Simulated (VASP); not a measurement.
# GaAs (F-43m) in VASP: single point with LDA

Aim: the single point of GaAs with LDA.

All numbers are computed with VASP 6.6.1; they aren't measurements. Logs are shortened: lines on timing, memory, paths and dates and some standing lists are left out, and cuts for length are marked.

## Step 1: The cell of the first run

The structure is cubic, space group F-43m (No. 216). The conventional cell has a = 5.603 Å, b = 5.603 Å, c = 5.603 Å, α = 90.00°, β = 90.00°, γ = 90.00°. Ga (site symmetry -43m) has 4 As at 2.43 Å within 3.2 Å. Within 3.2 Å of As (site symmetry -43m) lie 4 Ga at 2.43 Å.

## Step 2: Single point, LDA

File INCAR:

```
SYSTEM = GaAs
PREC     = Accurate       ! precision mode
ENCUT    = 500            ! plane-wave cutoff, eV
EDIFF    = 1E-6           ! SCF threshold, eV
ISMEAR   = 0              ! smearing method
SIGMA    = 0.02           ! smearing width, eV
LREAL    = .FALSE.        ! projectors in reciprocal space
LASPH    = .TRUE.         ! aspherical terms in the spheres
NELM     = 120            ! most SCF steps
ALGO     = Normal         ! electronic algorithm
ISIF     = 2              ! what is computed and relaxed
LWAVE    = .FALSE.        ! write WAVECAR
LCHARG   = .TRUE.         ! write CHGCAR
GGA      = CA             ! functional
LELF     = .TRUE.         ! ELF
LVHAR    = .TRUE.       
NBANDS   = 16             ! bands
GGA_COMPAT= .FALSE.
```

File KPOINTS:

```
regular mesh
0
G
  15 15 15
  0 0 0
```

File POSCAR:

```
GaAs
1.0
    0.0000000000      2.8016907960      2.8016907960
    2.8016907960      0.0000000000      2.8016907960
    2.8016907960      2.8016907960      0.0000000000
Ga As
1 1
Direct
    0.0000000000      0.0000000000      0.0000000000
    0.7500000000      0.7500000000      0.7500000000
```

Potentials or basis: VASP PAW LDA potentials, release 64 (Ga_d, As).

Run with:

```bash
$ cat potpaw_LDA.64/Ga_d/POTCAR potpaw_LDA.64/As/POTCAR > POTCAR
$ mpirun -np 1 vasp_std > vasp.out
```

OUTCAR:

```text
SYSTEM = GaAs
   PREC = Accurate
   ENCUT = 500
   EDIFF = 1E-6
   ISMEAR = 0
   LREAL = .FALSE.
   LASPH = .TRUE.
   NELM = 120
   ISIF = 2
   GGA = CA

 ion  position               nearest neighbor table
   1  0.000  0.000  0.000-   2 2.43   2 2.43   2 2.43   2 2.43
   2  0.750  0.750  0.750-   1 2.43   1 2.43   1 2.43   1 2.43

  LATTYP: Found a face centered cubic cell.
 ALAT       =     5.6033815920

  Lattice vectors:

 A1 = (   0.0000000000,   2.8016907960,   2.8016907960)
 A2 = (   2.8016907960,   0.0000000000,   2.8016907960)
 A3 = (   2.8016907960,   2.8016907960,   0.0000000000)

Analysis of symmetry for initial positions (statically):
=====================================================================
 Subroutine PRICEL returns:
 Original cell was already a primitive cell.

 Routine SETGRP: Setting up the symmetry group for a
 face centered cubic supercell.

 Subroutine GETGRP returns: Found 24 space group operations
 (whereof 24 operations were pure point group operations)
 out of a pool of 48 trial point group operations.

The static configuration has the point symmetry T_d .

Analysis of symmetry for dynamics (positions and initial velocities):
=====================================================================
 Subroutine PRICEL returns:
 Original cell was already a primitive cell.

 Routine SETGRP: Setting up the symmetry group for a
 face centered cubic supercell.

 Subroutine GETGRP returns: Found 24 space group operations
 (whereof 24 operations were pure point group operations)
 out of a pool of 48 trial point group operations.

The dynamic configuration has the point symmetry T_d .

 Subroutine INISYM returns: Found 24 space group operations
 (whereof 24 operations are pure point group operations),
 and found     1 'primitive' translations

----------------------------------------------------------------------------------------

                                     Primitive cell

  volume of cell :      43.9836

  direct lattice vectors                    reciprocal lattice vectors
     0.000000000  2.801690796  2.801690796    -0.178463662  0.178463662  0.178463662
     2.801690796  0.000000000  2.801690796     0.178463662 -0.178463662  0.178463662
     2.801690796  2.801690796  0.000000000     0.178463662  0.178463662 -0.178463662

  length of vectors
     3.962189121  3.962189121  3.962189121     0.309108130  0.309108130  0.309108130

  position of ions in fractional coordinates (direct lattice)
     0.000000000  0.000000000  0.000000000
     0.750000000  0.750000000  0.750000000

  ion indices of the primitive-cell ions
   primitive index   ion index
                 1           1
                 2           2

----------------------------------------------------------------------------------------

 KPOINTS: regular mesh

Automatic generation of k-mesh.
 Grid dimensions read from file:
 generate k-points for:   15   15   15

 Generating k-lattice:

  Cartesian coordinates                     Fractional coordinates (reciprocal lattice)
    -0.011897577  0.011897577  0.011897577     0.066666667  0.000000000  0.000000000
     0.011897577 -0.011897577  0.011897577     0.000000000  0.066666667  0.000000000
     0.011897577  0.011897577 -0.011897577     0.000000000  0.000000000  0.066666667

  Length of vectors
     0.020607209  0.020607209  0.020607209

  Shift w.r.t. Gamma in fractional coordinates (k-lattice)
     0.000000000  0.000000000  0.000000000

 Subroutine IBZKPT returns following result:
 ===========================================

 Found    120 irreducible k-points:

 Following reciprocal coordinates:
            Coordinates               Weight
  0.000000  0.000000  0.000000      1.000000
  0.066667  0.000000  0.000000      8.000000
  0.133333  0.000000  0.000000      8.000000
  0.200000  0.000000  0.000000      8.000000
  0.266667  0.000000  0.000000      8.000000
  0.333333  0.000000  0.000000      8.000000
[... 16 lines left out ...]
  0.133333  0.133333  0.000000      6.000000
  0.200000  0.133333  0.000000     24.000000
 [... further k-points ...]
   k-points           NKPTS =    120   k-points in BZ     NKDIM =    120   number of bands    NBANDS=     16
   number of dos      NEDOS =    301   number of ions     NIONS =      2
   total plane-waves  NPLWV =  27000
   dimension x,y,z NGX =    30 NGY =   30 NGZ =   30
   dimension x,y,z NGXF=    60 NGYF=   60 NGZF=   60
   ions per type =               1   1
   NGX,Y,Z   is equivalent  to a cutoff of  12.59, 12.59, 12.59 a.u.
   NGXF,Y,Z  is equivalent  to a cutoff of  25.17, 25.17, 25.17 a.u.
 SYSTEM =  GaAs
   PREC   = accura    normal or accurate (medium, high low for compatibility)
   ISTART =      0    job   : 0-new  1-cont  2-samecut
   ICHARG =      2    charge: 1-file 2-atom 10-const
   ISPIN  =      1    spin polarized calculation?
   LNONCOLLINEAR =      F non collinear calculations
   LSORBIT =      F    spin-orbit coupling
   LASPH  =      T    aspherical Exc in radial PAW
   ENCUT  =  500.0 eV  36.75 Ry    6.06 a.u.   7.22  7.22  7.22*2*pi/ulx,y,z
   NELM   =    120;   NELMIN=  2; NELMDL= -5     # of ELM steps
   EDIFF  = 0.1E-05   stopping-criterion for ELM
   LREAL  =      F    real-space projection
   EDIFFG = 0.1E-04   stopping-criterion for IOM
   NSW    =      0    number of steps for IOM
   IBRION =     -1    ionic relax: 0-MD 1-quasi-New 2-CG
   NFREE  =      0    steps in history (QN), initial steepest desc. (CG)
   ISIF   =      2    stress and relaxation
   ISYM   =      2    0-nonsym 1-usesym 2-fastsym
   POTIM  = 0.5000    time-step for ionic-motion
   TEBEG  =    0.0;   TEEND  =   0.0 temperature during run
   PSTRESS=    0.0 pullay stress
   NELECT =      18.0000    total number of electrons
   NUPDOWN=      -1.0000    fix difference up-down
   EMIN   =  10.00;   EMAX   =-10.00  energy-range for DOS
   EFERMI =   0.00;   METHOD = LEGACY
   ISMEAR =     0;   SIGMA  =   0.02  broadening in eV -4-tet -1-fermi 0-gaus
   EFERMI_NEDOS =   21; number of points for ismear=-14 and -15
   IALGO  =     38    algorithm
   IMIX   =      4    mixing-type and parameters
     AMIX     =   0.40;   BMIX     =  1.00
     AMIX_MAG =   1.60;   BMIX_MAG =  1.00
  volume/ion in A,a.u.               =      21.99       148.41
  Fermi-wavevector in a.u.,A,eV,Ry     =   1.215445  2.296859 20.099990  1.477308
  Thomas-Fermi vector in A             =   2.350832
   LORBIT       =      0    0 simple, 1 ext, 2 COOP (PROOUT), +10 PAW based schemes
   GGA     = CA    functional components
   LHFCALC =     F    Hartree Fock is set to
   AEXX    =    0.0000 exact exchange contribution
   IVDW    =     0    specifies the selected vdW correction
   LEPSILON=     F    determine dielectric tensor
   LRPA    =     F    only Hartree local field effects (RPA)
 non-spin polarized calculation
 Gauss-broadening in eV      SIGMA  =   0.02
  energy-cutoff  :      500.00
  volume of cell :       43.98
 maximum number of plane-waves:      1139
 NGX is ok and might be reduce to    30
   NGX = 15   NGY = 15   NGZ = 15

 number of electron      18.0000013 magnetization

 Free energy of the ion-electron system (eV)
  ---------------------------------------------------
  ext. energy  EPLUGINS =         0.00000000
  ---------------------------------------------------
  free energy    TOTEN  =        -9.64231904 eV

  energy without entropy =       -9.64231904  energy(sigma->0) =       -9.64231904

 E-fermi :   4.2136     XC(G=0): -10.0314

 val. band max:        4.0593077528   @ k =   0.0000   0.0000   0.0000
 cond. band min:       4.5948219205   @ k =   0.0000   0.0000   0.0000
 fundamental gap:      0.5355141678
 Fermi energy:         4.2136210292

 k-point     1 :       0.0000    0.0000    0.0000
  band No.  band energies     occupation
      1     -10.9182      2.00000
      2     -10.9182      2.00000
      3     -10.9182      2.00000
      4     -10.8334      2.00000
      5     -10.8334      2.00000
      6      -8.9004      2.00000
[... 8 lines left out ...]
     15      14.2986      0.00000
     16      14.2986      0.00000

 k-point     2 :       0.0667    0.0000    0.0000
  band No.  band energies     occupation
      1     -10.9227      2.00000
      2     -10.9171      2.00000
      3     -10.9171      2.00000
      4     -10.8334      2.00000
      5     -10.8334      2.00000
      6      -8.8459      2.00000
[... 8 lines left out ...]
     15      13.8560      0.00000
     16      13.8560      0.00000

 k-point     3 :       0.1333    0.0000    0.0000
  band No.  band energies     occupation
      1     -10.9348      2.00000
      2     -10.9139      2.00000
      3     -10.9139      2.00000
      4     -10.8336      2.00000
      5     -10.8336      2.00000
      6      -8.6853      2.00000
[... 8 lines left out ...]
     15      13.3052      0.00000
     16      13.3052      0.00000

 k-point     4 :       0.2000    0.0000    0.0000
  band No.  band energies     occupation
      1     -10.9514      2.00000
      2     -10.9095      2.00000
      3     -10.9095      2.00000
      4     -10.8335      2.00000
      5     -10.8335      2.00000
      6      -8.4278      2.00000
[... 8 lines left out ...]
     15      13.0398      0.00000
     16      13.0398      0.00000
[... 324 lines left out ...]
 k-point    22 :      -0.0667    0.0667    0.0000
  band No.  band energies     occupation
      1     -10.9301      2.00000
      2     -10.9158      2.00000
      3     -10.9141      2.00000
      4     -10.8343      2.00000
      5     -10.8329      2.00000
      6      -8.7560      2.00000
[... 8 lines left out ...]
     15      13.1589      0.00000
     16      13.6949      0.00000

 k-point    23 :       0.1333    0.1333    0.0000
  band No.  band energies     occupation
      1     -10.9439      2.00000
      2     -10.9098      2.00000
      3     -10.9098      2.00000
      4     -10.8371      2.00000
      5     -10.8311      2.00000
      6      -8.6139      2.00000
[... 8 lines left out ...]
     15      13.0007      0.00000
     16      14.5892      0.00000

 k-point    24 :       0.2000    0.1333    0.0000
  band No.  band energies     occupation
      1     -10.9566      2.00000
      2     -10.9059      2.00000
      3     -10.9053      2.00000
      4     -10.8388      2.00000
      5     -10.8301      2.00000
      6      -8.4238      2.00000
[... 8 lines left out ...]
     15      13.7156      0.00000
     16      14.4805      0.00000

 [... further k-points ...]

------------------------ aborting loop because EDIFF is reached ----------------------------------------

  FORCE on cell =-STRESS in cart. coord.  units (eV):
  Direction    XX          YY          ZZ          XY          YZ          ZX
  --------------------------------------------------------------------------------------
  -------------------------------------------------------------------------------------
  Total        0.0866996      0.0866996      0.0866996     -0.0000000     -0.0000000      0.0000000
  in kB        3.1581805      3.1581805      3.1581805     -0.0000000     -0.0000000      0.0000000
  external PRESSURE =       3.1581805 kB  Pullay stress =       0.0000000 kB

 VOLUME and BASIS-vectors are now :
 -----------------------------------------------------------------------------
  energy-cutoff  :      500.00
  volume of cell :       43.98
      direct lattice vectors                 reciprocal lattice vectors
     0.000000000  2.801690796  2.801690796    -0.178463662  0.178463662  0.178463662
     2.801690796  0.000000000  2.801690796     0.178463662 -0.178463662  0.178463662
     2.801690796  2.801690796  0.000000000     0.178463662  0.178463662 -0.178463662

 POSITION                                       TOTAL-FORCE (eV/Angst)
 -----------------------------------------------------------------------------------
      0.00000      0.00000      0.00000         0.000000     -0.000000     -0.000000
      4.20254      4.20254      4.20254        -0.000000      0.000000      0.000000
 -----------------------------------------------------------------------------------
    total drift:                                0.000000      0.000000      0.000000

  FREE ENERGIE OF THE ION-ELECTRON SYSTEM (eV)
  ---------------------------------------------------
  free  energy   TOTEN  =        -9.6423190449 eV

  energy  without entropy=       -9.6423190449  energy(sigma->0) =       -9.64231904
```

Wall time 73 s (1 thread of Intel Xeon Platinum 8259CL at 2.50GHz (Skylake/Cascade Lake), shared host); peak memory 0.21 GiB.

Results:

- Free energy: -9.6423 eV
- Pressure: 0.3 GPa
- Band gap on the k mesh: 0.54 eV

Levels at points of the mesh, in eV from the valence-band top:
```csv
k point,band 7,band 8,band 9,band 10,band 11,band 12
"(0.00, 0.00, 0.00)",0.00,0.00,0.00,0.54,3.68,3.68
```

Caveat: an odd mesh through Γ misses points on the zone boundary, where band edges can lie.
